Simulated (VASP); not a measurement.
# Ca2Si3N3 (P1) in VASP: single point with PBE

Aim: the single point of Ca2Si3N3 with PBE.

All numbers are computed with VASP 6.6.1; they aren't measurements. Logs are shortened: lines on timing, memory, paths and dates and some standing lists are left out, and cuts for length are marked.

## (1) The cell of the first run

The typed cell holds 8 atoms: a = 4.935 Å, b = 4.935 Å, c = 4.930 Å, α = 90.62°, β = 90.69°, γ = 90.68°.

## (2) Single point, PBE

File INCAR:

```
PREC = Accurate
ENCUT = 520
EDIFF = 1E-6
ISMEAR = 0
SIGMA = 0.2
LREAL = False
LASPH = True
NELM = 60
ALGO = Normal
ISIF = 2
LWAVE = False
LCHARG = False
GGA = PE
NBANDS = 34
```

File KPOINTS:

```
Automatic mesh
0
Gamma
  6 6 6
```

File POSCAR:

```
Ca2Si3N3
1.0
    3.5106199234      2.0270491628      2.8152596244
   -3.5104494262      2.0245821199      2.8167746062
   -0.0020374979     -4.0483576573      2.8137354508
Ca Si N
2 3 3
Direct
    0.8201588200      0.8197471440      0.8198246816
    0.1800028644      0.1799825769      0.1802990996
    0.3067686386      0.5000062219      0.6932620190
    0.6932250211      0.3067482454      0.4999956823
    0.4999936890      0.6933469509      0.3066647005
    0.6926803721      0.0000270983      0.3074231561
    0.3070872247      0.6928560552      0.9999063059
    1.0000833701      0.3072857071      0.6926243548
```

Potentials or basis: VASP PAW PBE potentials, release 64 (Ca_sv, Si, N).

On the command line:

```sh
$ cat potpaw_PBE.64/Ca_sv/POTCAR potpaw_PBE.64/Si/POTCAR potpaw_PBE.64/N/POTCAR > POTCAR
$ mpirun -np 1 vasp_std > vasp.out
```

OUTCAR:

```text
PREC = Accurate
   ENCUT = 520
   EDIFF = 1E-6
   ISMEAR = 0
   LREAL = False
   LASPH = True
   NELM = 60
   ISIF = 2
   GGA = PE

 ion  position               nearest neighbor table
   1  0.820  0.820  0.820-   5 2.96   4 2.96   3 2.96   5 3.02   4 3.02   3 3.02   2 3.04
   2  0.180  0.180  0.180-   3 2.96   5 2.96   4 2.96   3 3.02   4 3.02   5 3.02   1 3.04
   3  0.307  0.500  0.693-   7 1.78   8 1.78   5 2.35   4 2.35   2 2.96   1 2.96   2 3.02   1 3.02

   4  0.693  0.307  0.500-   8 1.78   6 1.78   5 2.35   3 2.35   1 2.96   2 2.96   2 3.02   1 3.02

   5  0.500  0.693  0.307-   7 1.78   6 1.78   3 2.35   4 2.35   1 2.96   2 2.96   1 3.02   2 3.02

   6  0.693  0.000  0.307-   5 1.78   4 1.78
   7  0.307  0.693  1.000-   5 1.78   3 1.78
   8  0.000  0.307  0.693-   4 1.78   3 1.78

  LATTYP: Found a triclinic cell.
 ALAT       =     6.9379770578
 B/A-ratio  =     0.7113731486
 C/A-ratio  =     1.0108893335
 COS(alpha) =     0.0000578557
 COS(beta)  =     0.5060005831
 COS(gamma) =     0.7029048444

  Lattice vectors:

 A1 = (   0.0001704972,   4.0516312827,   5.6320342306)
 A2 = (   3.5106199234,   2.0270491628,   2.8152596244)
 A3 = (  -3.5084119283,   6.0729397772,   0.0030391554)

Analysis of symmetry for initial positions (statically):
=====================================================================
 Subroutine PRICEL returns:
 Original cell was already a primitive cell.

 Routine SETGRP: Setting up the symmetry group for a
 triclinic supercell.

 Subroutine GETGRP returns: Found  1 space group operations
 (whereof  1 operations were pure point group operations)
 out of a pool of  2 trial point group operations.

The static configuration has the point symmetry C_1 .

Analysis of symmetry for dynamics (positions and initial velocities):
=====================================================================
 Subroutine PRICEL returns:
 Original cell was already a primitive cell.

 Routine SETGRP: Setting up the symmetry group for a
 triclinic supercell.

 Subroutine GETGRP returns: Found  1 space group operations
 (whereof  1 operations were pure point group operations)
 out of a pool of  2 trial point group operations.

The dynamic configuration has the point symmetry C_1 .

 Subroutine INISYM returns: Found  1 space group operations
 (whereof  1 operations are pure point group operations),
 and found     1 'primitive' translations

----------------------------------------------------------------------------------------

                                     Primitive cell

  volume of cell :     120.0627

  direct lattice vectors                    reciprocal lattice vectors
     3.510619923  2.027049163  2.815259624     0.142425104  0.082221479  0.118402086
    -3.510449426  2.024582120  2.816774606    -0.142431837  0.082321052  0.118339077
    -0.002037498 -4.048357657  2.813735451     0.000083426 -0.164675986  0.118466319

  length of vectors
     4.935490584  4.935221081  4.930143107     0.202643371  0.202651724  0.202860681

  position of ions in fractional coordinates (direct lattice)
     0.820158820  0.819747144  0.819824682
     0.180002864  0.179982577  0.180299100
     0.306768639  0.500006222  0.693262019
     0.693225021  0.306748245  0.499995682
     0.499993689  0.693346951  0.306664701
     0.692680372  0.000027098  0.307423156
     0.307087225  0.692856055  0.999906306
     0.000083370  0.307285707  0.692624355

  ion indices of the primitive-cell ions
   primitive index   ion index
                 1           1
                 2           2
                 3           3
                 4           4
                 5           5
                 6           6
                 7           7
                 8           8

----------------------------------------------------------------------------------------

 KPOINTS: Automatic mesh

Automatic generation of k-mesh.
 Grid dimensions read from file:
 generate k-points for:    6    6    6

 Generating k-lattice:

  Cartesian coordinates                     Fractional coordinates (reciprocal lattice)
     0.023737517  0.013703580  0.019733681     0.166666667  0.000000000  0.000000000
    -0.023738640  0.013720175  0.019723180     0.000000000  0.166666667 -0.000000000
     0.000013904 -0.027445998  0.019744386     0.000000000  0.000000000  0.166666667

  Length of vectors
     0.033773895  0.033775287  0.033810114

  Shift w.r.t. Gamma in fractional coordinates (k-lattice)
     0.000000000  0.000000000  0.000000000

 Subroutine IBZKPT returns following result:
 ===========================================

 Found    112 irreducible k-points:

 Following reciprocal coordinates:
            Coordinates               Weight
  0.000000  0.000000  0.000000      1.000000
  0.166667  0.000000 -0.000000      2.000000
  0.333333 -0.000000 -0.000000      2.000000
  0.500000  0.000000 -0.000000      1.000000
  0.000000  0.166667 -0.000000      2.000000
  0.166667  0.166667 -0.000000      2.000000
[... 16 lines left out ...]
  0.333333 -0.000000  0.166667      2.000000
  0.500000  0.000000  0.166667      2.000000
 [... further k-points ...]
   k-points           NKPTS =    112   k-points in BZ     NKDIM =    112   number of bands    NBANDS=     34
   number of dos      NEDOS =    301   number of ions     NIONS =      8
   total plane-waves  NPLWV =  64000
   dimension x,y,z NGX =    40 NGY =   40 NGZ =   40
   dimension x,y,z NGXF=    80 NGYF=   80 NGZF=   80
   ions per type =               2   3   3
   NGX,Y,Z   is equivalent  to a cutoff of  13.47, 13.47, 13.49 a.u.
   NGXF,Y,Z  is equivalent  to a cutoff of  26.95, 26.95, 26.98 a.u.
 SYSTEM =  unknown system
   PREC   = accura    normal or accurate (medium, high low for compatibility)
   ISTART =      0    job   : 0-new  1-cont  2-samecut
   ICHARG =      2    charge: 1-file 2-atom 10-const
   ISPIN  =      1    spin polarized calculation?
   LNONCOLLINEAR =      F non collinear calculations
   LSORBIT =      F    spin-orbit coupling
   LASPH  =      T    aspherical Exc in radial PAW
   ENCUT  =  520.0 eV  38.22 Ry    6.18 a.u.   9.18  9.18  9.17*2*pi/ulx,y,z
   NELM   =     60;   NELMIN=  2; NELMDL= -5     # of ELM steps
   EDIFF  = 0.1E-05   stopping-criterion for ELM
   LREAL  =      F    real-space projection
   EDIFFG = 0.1E-04   stopping-criterion for IOM
   NSW    =      0    number of steps for IOM
   IBRION =     -1    ionic relax: 0-MD 1-quasi-New 2-CG
   NFREE  =      0    steps in history (QN), initial steepest desc. (CG)
   ISIF   =      2    stress and relaxation
   ISYM   =      2    0-nonsym 1-usesym 2-fastsym
   POTIM  = 0.5000    time-step for ionic-motion
   TEBEG  =    0.0;   TEEND  =   0.0 temperature during run
   PSTRESS=    0.0 pullay stress
   NELECT =      47.0000    total number of electrons
   NUPDOWN=      -1.0000    fix difference up-down
   EMIN   =  10.00;   EMAX   =-10.00  energy-range for DOS
   EFERMI =   0.00;   METHOD = LEGACY
   ISMEAR =     0;   SIGMA  =   0.20  broadening in eV -4-tet -1-fermi 0-gaus
   EFERMI_NEDOS =   21; number of points for ismear=-14 and -15
   IALGO  =     38    algorithm
   IMIX   =      4    mixing-type and parameters
     AMIX     =   0.40;   BMIX     =  1.00
     AMIX_MAG =   1.60;   BMIX_MAG =  1.00
  volume/ion in A,a.u.               =      15.01       101.28
  Fermi-wavevector in a.u.,A,eV,Ry     =   1.197580  2.263099 19.513460  1.434199
  Thomas-Fermi vector in A             =   2.333492
   LORBIT       =      0    0 simple, 1 ext, 2 COOP (PROOUT), +10 PAW based schemes
   GGA     = PE    functional components
   LHFCALC =     F    Hartree Fock is set to
   AEXX    =    0.0000 exact exchange contribution
   IVDW    =     0    specifies the selected vdW correction
   LEPSILON=     F    determine dielectric tensor
   LRPA    =     F    only Hartree local field effects (RPA)
 non-spin polarized calculation
 Gauss-broadening in eV      SIGMA  =   0.20
  energy-cutoff  :      520.00
  volume of cell :      120.06
 maximum number of plane-waves:      3251
 NGX is ok and might be reduce to    40
   NGX = 19   NGY = 19   NGZ = 19

 number of electron      46.9999997 magnetization

 Free energy of the ion-electron system (eV)
  ---------------------------------------------------
  ext. energy  EPLUGINS =         0.00000000
  ---------------------------------------------------
  free energy    TOTEN  =       -49.71370023 eV

  energy without entropy =      -49.65929547  energy(sigma->0) =      -49.68649785

 E-fermi :   6.6154     XC(G=0): -10.0970

 val. band max:        6.6154268197   @ k =   0.3333   0.0000   0.5000
 cond. band min:       6.6472570942   @ k =  -0.3333   0.5000   0.1667
 fundamental gap:      0.0318302746
 Fermi energy:         6.6154494280

 k-point     1 :       0.0000    0.0000    0.0000
  band No.  band energies     occupation
      1     -34.9498      2.00000
      2     -34.8959      2.00000
      3     -16.1702      2.00000
      4     -16.0273      2.00000
      5     -16.0269      2.00000
      6     -16.0040      2.00000
[... 26 lines left out ...]
     33      10.6409      0.00000
     34      11.0319      0.00000

 k-point     2 :       0.1667    0.0000   -0.0000
  band No.  band energies     occupation
      1     -34.9492      2.00000
      2     -34.8964      2.00000
      3     -16.1714      2.00000
      4     -16.0509      2.00000
      5     -16.0145      2.00000
      6     -16.0119      2.00000
[... 26 lines left out ...]
     33      10.6414      0.00000
     34      10.9465      0.00000
[... 775 lines left out ...]
     33      10.9584      0.00000
     34      11.1126      0.00000

 k-point    24 :       0.5000    0.0000    0.1667
  band No.  band energies     occupation
      1     -34.9467      2.00000
      2     -34.8982      2.00000
      3     -16.1816      2.00000
      4     -16.0988      2.00000
      5     -16.0273      2.00000
      6     -16.0039      2.00000
[... 26 lines left out ...]
     33      10.9279      0.00000
     34      11.0734      0.00000

 [... further k-points ...]

------------------------ aborting loop because EDIFF is reached ----------------------------------------

  FORCE on cell =-STRESS in cart. coord.  units (eV):
  Direction    XX          YY          ZZ          XY          YZ          ZX
  --------------------------------------------------------------------------------------
  -------------------------------------------------------------------------------------
  Total        0.0537357      0.1134414      0.0374451     -0.0178218     -0.0185175      0.0055334
  in kB        0.7170758      1.5138194      0.4996857     -0.2378226     -0.2471070      0.0738409
  external PRESSURE =       0.9101936 kB  Pullay stress =       0.0000000 kB

 VOLUME and BASIS-vectors are now :
 -----------------------------------------------------------------------------
  energy-cutoff  :      520.00
  volume of cell :      120.06
      direct lattice vectors                 reciprocal lattice vectors
     3.510619923  2.027049163  2.815259624     0.142425104  0.082221479  0.118402086
    -3.510449426  2.024582120  2.816774606    -0.142431837  0.082321052  0.118339077
    -0.002037498 -4.048357657  2.813735451     0.000083426 -0.164675986  0.118466319

 POSITION                                       TOTAL-FORCE (eV/Angst)
 -----------------------------------------------------------------------------------
     -0.00009      0.00320      6.92477        -0.000011     -0.000601      0.001552
     -0.00027     -0.00065      1.52104        -0.000319     -0.000038     -0.001612
     -0.67971     -1.17243      4.22269        -0.000412      0.000033     -0.000461
      1.35581      0.00208      4.22250         0.000198      0.000166      0.000128
     -0.67930      1.17576      4.22349        -0.000093     -0.000093      0.000271
      2.43102      0.15959      2.81516        -0.013608     -0.023992      0.000814
     -1.35621     -2.02275      5.62962         0.027837      0.000259     -0.000170
     -1.07983     -2.18170      2.81465        -0.013594      0.024266     -0.000520
 -----------------------------------------------------------------------------------
    total drift:                                0.000038     -0.000069     -0.000022

  FREE ENERGIE OF THE ION-ELECTRON SYSTEM (eV)
  ---------------------------------------------------
  free  energy   TOTEN  =       -49.7137002303 eV

  energy  without entropy=      -49.6592954726  energy(sigma->0) =      -49.68649785
```

It took 3.6 min on 1 thread of Intel Xeon 6975P-C (Granite Rapids), shared host; peak memory 0.51 GiB.

Results:

```
Free energy            : -49.7137 eV
Pressure               : 0.1 GPa
Largest force          : 0.028 eV/Å
Band gap on the k mesh : zero (an odd number of electrons rules out a gap without spin polarisation)
```

Forces in eV/Å, atoms in the order of the input:
```
Ca   0.000 -0.001  0.002
Ca   0.000  0.000 -0.002
Si   0.000  0.000  0.000
Si   0.000  0.000  0.000
Si   0.000  0.000  0.000
N   -0.014 -0.024  0.001
N    0.028  0.000  0.000
N   -0.014  0.024 -0.001
```

Caveat: an odd number of electrons without spin polarisation forces a metal; a magnetic or distorted state may lie lower.

The gap in the log of VASP goes by the Fermi energy; the results here count the filled bands.